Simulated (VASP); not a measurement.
# Cu in VASP: notebook

The runs below take Cu through single point, with PBE.

Program: VASP 6.6.1. These are calculated values, not measurements. Logs are shortened: lines on timing, memory, paths and dates and some standing lists are left out, and cuts for length are marked.

## (1) The cell of the first run

The cell holds a slab with vacuum, 6 atoms: a = 2.559 Å, b = 4.221 Å, c = 21.171 Å, α = 90.00°, β = 90.00°, γ = 90.00°.

## (2) Single point, PBE

File INCAR:

```
PREC = Accurate
ENCUT = 520
EDIFF = 1E-7
ISMEAR = -1
SIGMA = 0.08
LREAL = False
LASPH = True
NELM = 100
ALGO = Normal
ISIF = 2
LWAVE = False
LCHARG = False
LDIPOL = True
IDIPOL = 3
DIPOL = 0.5 0.5 0.500
GGA = PE
NBANDS = 42
```

File KPOINTS:

```
regular mesh
0
Gamma
  14 9 1
```

File POSCAR:

```
Cu
1.0
    2.5589948731      0.0000000000      0.0000000000
    0.0000000000      4.2211463337      0.0000000000
    0.0000000000      0.0000000000     21.1710000000
Cu
6
Direct
    0.2500000000      0.7500000000      0.3827577637
    0.7500000000      0.2500000000      0.4108373295
    0.7500000000      0.7500000000      0.4835258657
    0.2500000000      0.2500000000      0.5164741297
    0.2500000000      0.7500000000      0.5891626714
    0.7500000000      0.2500000000      0.6172422399
```

Potentials or basis: VASP PAW PBE potentials, release 64 (Cu).

Launch:

```sh
cat potpaw_PBE.64/Cu/POTCAR > POTCAR
mpirun -np 1 vasp_std > vasp.out
```

OUTCAR:

```text
PREC = Accurate
   ENCUT = 520
   EDIFF = 1E-7
   ISMEAR = -1
   LREAL = False
   LASPH = True
   NELM = 100
   ISIF = 2
   GGA = PE

 ion  position               nearest neighbor table
   1  0.250  0.750  0.383-   3 2.49   3 2.49   2 2.54   2 2.54   2 2.54   2 2.54
   2  0.750  0.250  0.411-   1 2.54   1 2.54   1 2.54   1 2.54   4 2.58   4 2.58   3 2.61   3 2.61

   3  0.750  0.750  0.484-   1 2.49   1 2.49   4 2.56   4 2.56   4 2.56   4 2.56   5 2.58   5 2.58
                             2 2.61   2 2.61
   4  0.250  0.250  0.516-   6 2.49   6 2.49   3 2.56   3 2.56   3 2.56   3 2.56   2 2.58   2 2.58
                             5 2.61   5 2.61
   5  0.250  0.750  0.589-   6 2.54   6 2.54   6 2.54   6 2.54   3 2.58   3 2.58   4 2.61   4 2.61

   6  0.750  0.250  0.617-   4 2.49   4 2.49   5 2.54   5 2.54   5 2.54   5 2.54

  LATTYP: Found a simple orthorhombic cell.
 ALAT       =     2.5589948731
 B/A-ratio  =     1.6495329389
 C/A-ratio  =     8.2731701507

  Lattice vectors:

 A1 = (   2.5589948731,   0.0000000000,   0.0000000000)
 A2 = (   0.0000000000,   4.2211463337,   0.0000000000)
 A3 = (   0.0000000000,   0.0000000000,  21.1710000000)

Analysis of symmetry for initial positions (statically):
=====================================================================
 Subroutine PRICEL returns:
 Original cell was already a primitive cell.

 Routine SETGRP: Setting up the symmetry group for a
 simple orthorhombic supercell.

 Subroutine GETGRP returns: Found  8 space group operations
 (whereof  2 operations were pure point group operations)
 out of a pool of  8 trial point group operations.

The static configuration has the point symmetry S_2 .
 The point group associated with its full space group is D_2h.

Analysis of symmetry for dynamics (positions and initial velocities):
=====================================================================
 Subroutine PRICEL returns:
 Original cell was already a primitive cell.

 Routine SETGRP: Setting up the symmetry group for a
 simple orthorhombic supercell.

 Subroutine GETGRP returns: Found  8 space group operations
 (whereof  2 operations were pure point group operations)
 out of a pool of  8 trial point group operations.

The dynamic configuration has the point symmetry S_2 .
 The point group associated with its full space group is D_2h.

 Subroutine INISYM returns: Found  8 space group operations
 (whereof  2 operations are pure point group operations),
 and found     1 'primitive' translations

----------------------------------------------------------------------------------------

                                     Primitive cell

  volume of cell :     228.6869

  direct lattice vectors                    reciprocal lattice vectors
     2.558994873  0.000000000  0.000000000     0.390778430  0.000000000  0.000000000
     0.000000000  4.221146334  0.000000000     0.000000000  0.236902472  0.000000000
     0.000000000  0.000000000 21.171000000     0.000000000  0.000000000  0.047234424

  length of vectors
     2.558994873  4.221146334 21.171000000     0.390778430  0.236902472  0.047234424

  position of ions in fractional coordinates (direct lattice)
     0.250000000  0.750000000  0.382757764
     0.750000000  0.250000000  0.410837329
     0.750000000  0.750000000  0.483525866
     0.250000000  0.250000000  0.516474130
     0.250000000  0.750000000  0.589162671
     0.750000000  0.250000000  0.617242240

  ion indices of the primitive-cell ions
   primitive index   ion index
                 1           1
                 2           2
                 3           3
                 4           4
                 5           5
                 6           6

----------------------------------------------------------------------------------------

 KPOINTS: regular mesh

Automatic generation of k-mesh.
 Grid dimensions read from file:
 generate k-points for:   14    9    1

 Generating k-lattice:

  Cartesian coordinates                     Fractional coordinates (reciprocal lattice)
     0.027912745  0.000000000  0.000000000     0.071428571  0.000000000  0.000000000
     0.000000000  0.026322497  0.000000000     0.000000000  0.111111111  0.000000000
     0.000000000  0.000000000  0.047234424     0.000000000  0.000000000  1.000000000

  Length of vectors
     0.027912745  0.026322497  0.047234424

  Shift w.r.t. Gamma in fractional coordinates (k-lattice)
     0.000000000  0.000000000  0.000000000

 Subroutine IBZKPT returns following result:
 ===========================================

 Found     40 irreducible k-points:

 Following reciprocal coordinates:
            Coordinates               Weight
  0.000000  0.000000  0.000000      1.000000
  0.071429  0.000000  0.000000      2.000000
  0.142857  0.000000  0.000000      2.000000
  0.214286  0.000000  0.000000      2.000000
  0.285714  0.000000  0.000000      2.000000
  0.357143  0.000000  0.000000      2.000000
[... 16 lines left out ...]
  0.428571  0.222222  0.000000      4.000000
  0.500000  0.222222  0.000000      2.000000
 [... further k-points ...]
   k-points           NKPTS =     40   k-points in BZ     NKDIM =     40   number of bands    NBANDS=     42
   number of dos      NEDOS =    301   number of ions     NIONS =      6
   total plane-waves  NPLWV = 102400
   dimension x,y,z NGX =    20 NGY =   32 NGZ =  160
   dimension x,y,z NGXF=    40 NGYF=   64 NGZF=  320
   ions per type =               6
   NGX,Y,Z   is equivalent  to a cutoff of  12.99, 12.60, 12.56 a.u.
   NGXF,Y,Z  is equivalent  to a cutoff of  25.99, 25.21, 25.13 a.u.
 SYSTEM =  unknown system
   PREC   = accura    normal or accurate (medium, high low for compatibility)
   ISTART =      0    job   : 0-new  1-cont  2-samecut
   ICHARG =      2    charge: 1-file 2-atom 10-const
   ISPIN  =      1    spin polarized calculation?
   LNONCOLLINEAR =      F non collinear calculations
   LSORBIT =      F    spin-orbit coupling
   LASPH  =      T    aspherical Exc in radial PAW
   ENCUT  =  520.0 eV  38.22 Ry    6.18 a.u.   4.76  7.85 39.36*2*pi/ulx,y,z
   NELM   =    100;   NELMIN=  2; NELMDL= -5     # of ELM steps
   EDIFF  = 0.1E-06   stopping-criterion for ELM
   LREAL  =      F    real-space projection
   EDIFFG = 0.1E-05   stopping-criterion for IOM
   NSW    =      0    number of steps for IOM
   IBRION =     -1    ionic relax: 0-MD 1-quasi-New 2-CG
   NFREE  =      0    steps in history (QN), initial steepest desc. (CG)
   ISIF   =      2    stress and relaxation
   ISYM   =      2    0-nonsym 1-usesym 2-fastsym
   POTIM  = 0.5000    time-step for ionic-motion
   TEBEG  =    0.0;   TEEND  =   0.0 temperature during run
   PSTRESS=    0.0 pullay stress
   NELECT =      66.0000    total number of electrons
   NUPDOWN=      -1.0000    fix difference up-down
   EMIN   =  10.00;   EMAX   =-10.00  energy-range for DOS
   EFERMI =   0.00;   METHOD = LEGACY
   ISMEAR =    -1;   SIGMA  =   0.08  broadening in eV -4-tet -1-fermi 0-gaus
   EFERMI_NEDOS =   21; number of points for ismear=-14 and -15
   IALGO  =     38    algorithm
   IMIX   =      4    mixing-type and parameters
     AMIX     =   0.40;   BMIX     =  1.00
     AMIX_MAG =   1.60;   BMIX_MAG =  1.00
  volume/ion in A,a.u.               =      38.11       257.21
  Fermi-wavevector in a.u.,A,eV,Ry     =   1.081872  2.044441 15.924889  1.170446
  Thomas-Fermi vector in A             =   2.217899
   LORBIT       =      0    0 simple, 1 ext, 2 COOP (PROOUT), +10 PAW based schemes
   GGA     = PE    functional components
   LHFCALC =     F    Hartree Fock is set to
   AEXX    =    0.0000 exact exchange contribution
   IVDW    =     0    specifies the selected vdW correction
   LEPSILON=     F    determine dielectric tensor
   LRPA    =     F    only Hartree local field effects (RPA)
 non-spin polarized calculation
  energy-cutoff  :      520.00
  volume of cell :      228.69
 maximum number of plane-waves:      6189
 NGX is ok and might be reduce to    20
   NGX =  9   NGY = 15   NGZ = 79

 number of electron      65.9999952 magnetization

 dipolmoment           0.000000      0.000000      0.000001 electrons x Angstroem

 Free energy of the ion-electron system (eV)
  ---------------------------------------------------
  ext. energy  EPLUGINS =         0.00000000
  ---------------------------------------------------
  free energy    TOTEN  =       -20.54303731 eV

  energy without entropy =      -20.50117683  energy(sigma->0) =      -20.52210707

 E-fermi :  -0.7910     XC(G=0):  -4.8147

 val. band max:       -0.8397575655   @ k =   0.5000   0.1111   0.0000
 cond. band min:      -0.7694284852   @ k =   0.5000   0.2222   0.0000
 fundamental gap:      0.0703290803
 Fermi energy:        -0.7909663022

 k-point     1 :       0.0000    0.0000    0.0000
  band No.  band energies     occupation
      1      -9.3998      2.00000
      2      -7.5814      2.00000
      3      -5.8571      2.00000
      4      -5.4129      2.00000
      5      -5.0679      2.00000
      6      -4.8555      2.00000
[... 34 lines left out ...]
     41       4.1509      0.00000
     42       4.6152      0.00000

 k-point     2 :       0.0714    0.0000    0.0000
  band No.  band energies     occupation
      1      -9.2783      2.00000
      2      -7.4663      2.00000
      3      -5.7638      2.00000
      4      -5.3462      2.00000
      5      -5.0142      2.00000
      6      -4.8431      2.00000
[... 34 lines left out ...]
     41       4.2212      0.00000
     42       4.7766      0.00000

 k-point     3 :       0.1429    0.0000    0.0000
  band No.  band energies     occupation
      1      -8.9191      2.00000
      2      -7.1315      2.00000
      3      -5.5052      2.00000
      4      -5.1702      2.00000
      5      -4.8711      2.00000
      6      -4.8138      2.00000
[... 34 lines left out ...]
     41       4.4617      0.00000
     42       5.2439      0.00000

 k-point     4 :       0.2143    0.0000    0.0000
  band No.  band energies     occupation
      1      -8.3404      2.00000
      2      -6.6150      2.00000
      3      -5.1568      2.00000
      4      -4.9667      2.00000
      5      -4.7904      2.00000
      6      -4.6875      2.00000
[... 844 lines left out ...]
     41       7.0076      0.00000
     42       7.2010      0.00000

 k-point    23 :       0.4286    0.2222    0.0000
  band No.  band energies     occupation
      1      -5.7895      2.00000
      2      -5.3488      2.00000
      3      -5.0392      2.00000
      4      -4.9683      2.00000
      5      -4.7076      2.00000
      6      -4.6882      2.00000
[... 34 lines left out ...]
     41       6.6532      0.00000
     42       7.0738      0.00000

 k-point    24 :       0.5000    0.2222    0.0000
  band No.  band energies     occupation
      1      -5.4204      2.00000
      2      -5.4204      2.00000
      3      -5.0336      2.00000
      4      -5.0336      2.00000
      5      -4.7323      2.00000
      6      -4.7323      2.00000
[... 34 lines left out ...]
     41       6.2909      0.00000
     42       6.2909      0.00000

 [... further k-points ...]

------------------------ aborting loop because EDIFF is reached ----------------------------------------

 vacuum level on the upper side and lower side of the slab       (xc-potential included)        -0.078        -0.078

  FORCE on cell =-STRESS in cart. coord.  units (eV):
  Direction    XX          YY          ZZ          XY          YZ          ZX
  --------------------------------------------------------------------------------------
  -------------------------------------------------------------------------------------
  Total       -0.9792842     -1.3153412      0.0811992     -0.0000000      0.0000000      0.0000000
  in kB       -6.8608532     -9.2152646      0.5688805     -0.0000000      0.0000000      0.0000000
  external PRESSURE =      -5.1690791 kB  Pullay stress =       0.0000000 kB

 VOLUME and BASIS-vectors are now :
 -----------------------------------------------------------------------------
  energy-cutoff  :      520.00
  volume of cell :      228.69
      direct lattice vectors                 reciprocal lattice vectors
     2.558994873  0.000000000  0.000000000     0.390778430  0.000000000  0.000000000
     0.000000000  4.221146334  0.000000000     0.000000000  0.236902472  0.000000000
     0.000000000  0.000000000 21.171000000     0.000000000  0.000000000  0.047234424

 POSITION                                       TOTAL-FORCE (eV/Angst)
 -----------------------------------------------------------------------------------
      0.63975      3.16586      8.10336         0.000000     -0.000000     -0.024543
      1.91925      1.05529      8.69784         0.000000      0.000000     -0.001428
      1.91925      3.16586     10.23673         0.000000     -0.000000      0.007266
      0.63975      1.05529     10.93427        -0.000000      0.000000     -0.007266
      0.63975      3.16586     12.47316        -0.000000     -0.000000      0.001428
      1.91925      1.05529     13.06764         0.000000     -0.000000      0.024543
 -----------------------------------------------------------------------------------
    total drift:                               -0.000000      0.000000      0.000138

  FREE ENERGIE OF THE ION-ELECTRON SYSTEM (eV)
  ---------------------------------------------------
  free  energy   TOTEN  =       -20.5430373106 eV

  energy  without entropy=      -20.5011768304  energy(sigma->0) =      -20.52210707

 vacuum level on the upper side and lower side of the slab         3.753         3.753
```

It took 11 min on 1 thread of Oxide Virtual Turin-like, shared host; peak memory 0.43 GiB.

Results:

| Item | Value |
| --- | --- |
| Free energy | -20.5430 eV |
| Largest force | 0.025 eV/Å |
| Band gap on the k mesh | zero (bands 33 and 34 overlap by 2.93 eV) |

Forces on the atoms (eV/Å):
```
Cu   0.000  0.000 -0.025
Cu   0.000  0.000 -0.001
Cu   0.000  0.000  0.007
Cu   0.000  0.000 -0.007
Cu   0.000  0.000  0.001
Cu   0.000  0.000  0.025
```

## (3) Single point, PBE

File INCAR:

```
SYSTEM = Cu
PREC = Accurate
ENCUT = 520
EDIFF = 1E-6
ISMEAR = -1
SIGMA = 0.08
LREAL = .False.
LASPH = .True.
NELM = 60
ALGO = Normal
ISIF = 2
LWAVE = .False.
LCHARG = .True.
LDIPOL = .True.
IDIPOL = 3
DIPOL = 0.5 0.5 0.500
GGA = PE
LELF = .True.
LVHAR = .True.
LVACPOTAV = .True.
NBANDS = 42
```

File KPOINTS:

```
Automatic mesh
0
Gamma
  14 9 1
  0 0 0
```

POSCAR is that of step 2.

Potentials or basis: VASP PAW PBE potentials, release 64 (Cu).

Launch:

```sh
cat potpaw_PBE.64/Cu/POTCAR > POTCAR
mpirun -np 1 vasp_std > vasp.out
```

It took 15 min on 1 thread of Oxide Virtual Turin-like, shared host; peak memory 0.42 GiB.

Results (log left out):

* Free energy: -20.5430 eV
* Largest force: 0.025 eV/Å
* Band gap on the k mesh: zero (bands 33 and 34 overlap by 2.93 eV)

Forces in eV/Å, atoms in the order of the input:
```
Cu   0.000  0.000 -0.025
Cu   0.000  0.000 -0.001
Cu   0.000  0.000  0.007
Cu   0.000  0.000 -0.007
Cu   0.000  0.000  0.001
Cu   0.000  0.000  0.025
```

Levels at points of the mesh, in eV from the Fermi level:
```
           k point  band 30  band 31  band 32  band 33  band 34  band 35  band 36  band 37
(0.00, 0.00, 0.00)    -1.51    -1.49    -1.34    -1.34     0.05     0.12     2.49     3.50
(0.50, 0.00, 0.00)    -1.54    -0.06    -0.06     0.95     0.95     3.47     3.47     6.49
```

The gap in the log of VASP goes by the Fermi energy; the results here count the filled bands.